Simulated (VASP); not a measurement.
# MgSe (Fm-3m) in VASP: a series of runs, part 2 of 2

VASP 6.6.1.

### 3 Single point, PBEsol

This run uses another cell than the first one, of 20.25 Å³/atom, 1.087 times its volume.

The input, INCAR:

```
PREC     = Accurate       # precision mode
ENCUT    = 600            # plane-wave cutoff, eV
EDIFF    = 1E-6           # SCF threshold, eV
ISMEAR   = 0              # smearing method
SIGMA    = 0.01           # smearing width, eV
LREAL    = False          # projectors in reciprocal space
LASPH    = True           # aspherical terms in the spheres
NELM     = 120            # most SCF steps
ALGO     = Normal         # electronic algorithm
ISIF     = 2              # what is computed and relaxed
LWAVE    = False          # write WAVECAR
LCHARG   = False          # write CHGCAR
GGA      = PS             # functional
NBANDS   = 11             # bands
GGA_COMPAT= False
```

The input, KPOINTS:

```
regular mesh
0
Gamma
  5 5 5
```

The input, POSCAR:

```
MgSe
1.0
    0.0000000000      2.7255000000      2.7255000000
    2.7255000000      0.0000000000      2.7255000000
    2.7255000000      2.7255000000      0.0000000000
Mg Se
1 1
Direct
    0.0000000000      0.0000000000      0.0000000000
    0.5000000000      0.5000000000      0.5000000000
```

Potentials or basis: VASP PAW PBE potentials, release 64 (Mg, Se).

On the command line:

```console
cat potpaw_PBE.64/Mg/POTCAR potpaw_PBE.64/Se/POTCAR > POTCAR
mpirun -np 1 vasp_std > vasp.out
```

OUTCAR:

```text
PREC = Accurate
   ENCUT = 600
   EDIFF = 1E-6
   ISMEAR = 0
   LREAL = False
   LASPH = True
   NELM = 120
   ISIF = 2
   GGA = PS

 ion  position               nearest neighbor table
   1  0.000  0.000  0.000-   2 2.73   2 2.73   2 2.73   2 2.73   2 2.73   2 2.73
   2  0.500  0.500  0.500-   1 2.73   1 2.73   1 2.73   1 2.73   1 2.73   1 2.73

  LATTYP: Found a face centered cubic cell.
 ALAT       =     5.4510000000

  Lattice vectors:

 A1 = (   0.0000000000,   2.7255000000,   2.7255000000)
 A2 = (   2.7255000000,   0.0000000000,   2.7255000000)
 A3 = (   2.7255000000,   2.7255000000,   0.0000000000)

Analysis of symmetry for initial positions (statically):
=====================================================================
 Subroutine PRICEL returns:
 Original cell was already a primitive cell.

 Routine SETGRP: Setting up the symmetry group for a
 face centered cubic supercell.

 Subroutine GETGRP returns: Found 48 space group operations
 (whereof 48 operations were pure point group operations)
 out of a pool of 48 trial point group operations.

The static configuration has the point symmetry O_h .

Analysis of symmetry for dynamics (positions and initial velocities):
=====================================================================
 Subroutine PRICEL returns:
 Original cell was already a primitive cell.

 Routine SETGRP: Setting up the symmetry group for a
 face centered cubic supercell.

 Subroutine GETGRP returns: Found 48 space group operations
 (whereof 48 operations were pure point group operations)
 out of a pool of 48 trial point group operations.

The dynamic configuration has the point symmetry O_h .

 Subroutine INISYM returns: Found 48 space group operations
 (whereof 48 operations are pure point group operations),
 and found     1 'primitive' translations

----------------------------------------------------------------------------------------

                                     Primitive cell

  volume of cell :      40.4919

[... 99 lines left out ...]
   LHFCALC =     F    Hartree Fock is set to
   AEXX    =    0.0000 exact exchange contribution
   IVDW    =     0    specifies the selected vdW correction
   LEPSILON=     F    determine dielectric tensor
   LRPA    =     F    only Hartree local field effects (RPA)
 non-spin polarized calculation
 Gauss-broadening in eV      SIGMA  =   0.01
  energy-cutoff  :      600.00
  volume of cell :       40.49
 maximum number of plane-waves:      1363
   NGX = 15   NGY = 15   NGZ = 15

 number of electron       8.0000000 magnetization

 Free energy of the ion-electron system (eV)
  ---------------------------------------------------
  ext. energy  EPLUGINS =         0.00000000
  ---------------------------------------------------
  free energy    TOTEN  =        -8.08678313 eV

  energy without entropy =       -8.08678313  energy(sigma->0) =       -8.08678313

 E-fermi :   3.2291     XC(G=0):  -9.6169

 val. band max:        3.1556025993   @ k =   0.0000   0.0000   0.0000
 cond. band min:       5.3159523573   @ k =   0.4000   0.4000   0.0000
 fundamental gap:      2.1603497581
 Fermi energy:         3.2290543049

 k-point     1 :       0.0000    0.0000    0.0000
  band No.  band energies     occupation
      1      -9.8152      2.00000
      2       3.1556      2.00000
      3       3.1556      2.00000
      4       3.1556      2.00000
      5       5.6498      0.00000
      6      10.4791      0.00000
      7      10.4791      0.00000
      8      10.4791      0.00000
      9      13.0881      0.00000
     10      13.0881      0.00000
     11      13.9389      0.00000
[... 113 lines left out ...]
 k-point    10 :      -0.4000    0.4000    0.2000
  band No.  band energies     occupation
      1      -8.4330      2.00000
      2      -0.7491      2.00000
      3       0.3160      2.00000
      4       1.2285      2.00000
      5       7.4663      0.00000
      6       9.6506      0.00000
      7       9.7291      0.00000
      8      12.4799      0.00000
      9      15.0394      0.00000
     10      15.3426      0.00000
     11      18.7213      0.00000

------------------------ aborting loop because EDIFF is reached ----------------------------------------

  FORCE on cell =-STRESS in cart. coord.  units (eV):
  Direction    XX          YY          ZZ          XY          YZ          ZX
  --------------------------------------------------------------------------------------
  -------------------------------------------------------------------------------------
  Total        0.0055763      0.0055763      0.0055763      0.0000000      0.0000000      0.0000000
  in kB        0.2206417      0.2206417      0.2206417      0.0000000      0.0000000      0.0000000
  external PRESSURE =       0.2206417 kB  Pullay stress =       0.0000000 kB

 VOLUME and BASIS-vectors are now :
 -----------------------------------------------------------------------------
  energy-cutoff  :      600.00
  volume of cell :       40.49
      direct lattice vectors                 reciprocal lattice vectors
     0.000000000  2.725500000  2.725500000    -0.183452578  0.183452578  0.183452578
     2.725500000  0.000000000  2.725500000     0.183452578 -0.183452578  0.183452578
     2.725500000  2.725500000  0.000000000     0.183452578  0.183452578 -0.183452578

 POSITION                                       TOTAL-FORCE (eV/Angst)
 -----------------------------------------------------------------------------------
      0.00000      0.00000      0.00000         0.000000     -0.000000      0.000000
      2.72550      2.72550      2.72550        -0.000000      0.000000      0.000000
 -----------------------------------------------------------------------------------
    total drift:                               -0.000000     -0.000000      0.000000

  FREE ENERGIE OF THE ION-ELECTRON SYSTEM (eV)
  ---------------------------------------------------
  free  energy   TOTEN  =        -8.0867831288 eV

  energy  without entropy=       -8.0867831288  energy(sigma->0) =       -8.08678313
```

Wall time 5.2 s (1 thread of Intel Xeon Platinum 8559C (Emerald Rapids), shared host); peak memory 0.16 GiB.

Results:

| Item | Value |
| --- | --- |
| Free energy | -8.0868 eV |
| Pressure | 0.0 GPa |
| Band gap on the k mesh | 2.16 eV, indirect (least direct gap 2.49 eV) |

Levels at points of the mesh, in eV from the valence-band top:
```
           k point  band 2  band 3  band 4  band 5  band 6  band 7
(0.00, 0.00, 0.00)    0.00    0.00    0.00    2.49    7.32    7.32
```

Caveat: the PAW data sets were made with another functional, which shifts forces and pressure a little.

### 4 Single point, PBEsol

This run uses another cell than the first one, of 21.06 Å³/atom, 1.130 times its volume.

The input, INCAR:

```
SYSTEM = MgSe
PREC     = Accurate       ! precision mode
ENCUT    = 600            ! plane-wave cutoff, eV
EDIFF    = 1E-6           ! SCF threshold, eV
ISMEAR   = 0              ! smearing method
SIGMA    = 0.01           ! smearing width, eV
LREAL    = .False.        ! projectors in reciprocal space
LASPH    = .True.         ! aspherical terms in the spheres
NELM     = 120            ! most SCF steps
ALGO     = Normal         ! electronic algorithm
ISIF     = 2              ! what is computed and relaxed
LWAVE    = .False.        ! write WAVECAR
LCHARG   = .False.        ! write CHGCAR
GGA      = PS             ! functional
NBANDS   = 11             ! bands
GGA_COMPAT= .False.
```

The input, KPOINTS:

```
Automatic mesh
0
Gamma
  5 5 5
  0 0 0
```

The input, POSCAR:

```
MgSe
1.0
    0.0000000000      2.7613659551      2.7613659551
    2.7613659551      0.0000000000      2.7613659551
    2.7613659551      2.7613659551      0.0000000000
Mg Se
1 1
Direct
    0.0000000000      0.0000000000      0.0000000000
    0.5000000000      0.5000000000      0.5000000000
```

On the command line:

```console
cat potpaw_PBE.64/Mg/POTCAR potpaw_PBE.64/Se/POTCAR > POTCAR
mpirun -np 1 vasp_std > vasp.out
```

It took 5.1 s on 1 thread of Intel Xeon Platinum 8559C (Emerald Rapids), shared host; peak memory 0.16 GiB.

The run converged. Its results:

| Property | Result |
| --- | --- |
| Free energy | -8.0747 eV |
| Pressure | -2.3 GPa |
| Band gap on the k mesh | 2.09 eV, indirect (least direct gap 2.24 eV) |

Levels at points of the mesh, in eV from the valence-band top:
| k point | band 1 | band 2 | band 3 | band 4 | band 5 | band 6 | band 7 | band 8 |
| --- | --- | --- | --- | --- | --- | --- | --- | --- |
| (0.00, 0.00, 0.00) | -12.76 | 0.00 | 0.00 | 0.00 | 2.24 | 7.34 | 7.34 | 7.34 |

Caveat: the PAW data sets were made with another functional, which shifts forces and pressure a little. A k mesh can miss the band edges.

### 5 Overview

| cell | gap on the mesh (eV) | pressure (GPa) |
| --- | --- | --- |
| a = 3.749 Å, angles 60.0°, 2 atoms | 2.30 | 6.5 |
| a = 3.854 Å, angles 60.0°, 2 atoms | 2.16 | 0.0 |
| a = 3.905 Å, angles 60.0°, 2 atoms | 2.09 | -2.3 |

Alike in all rows: task single point; level PBEsol; potentials or basis VASP PAW PBE potentials, release 64 (Mg, Se); no spin polarisation; k mesh 5 × 5 × 5; cutoff (eV) 600; smearing gaussian 0.01 eV.

Caveats: the PAW data sets were made with another functional, which shifts forces and pressure a little.

Total energies depend on the potentials used, so only differences within one code and one set of settings carry meaning.
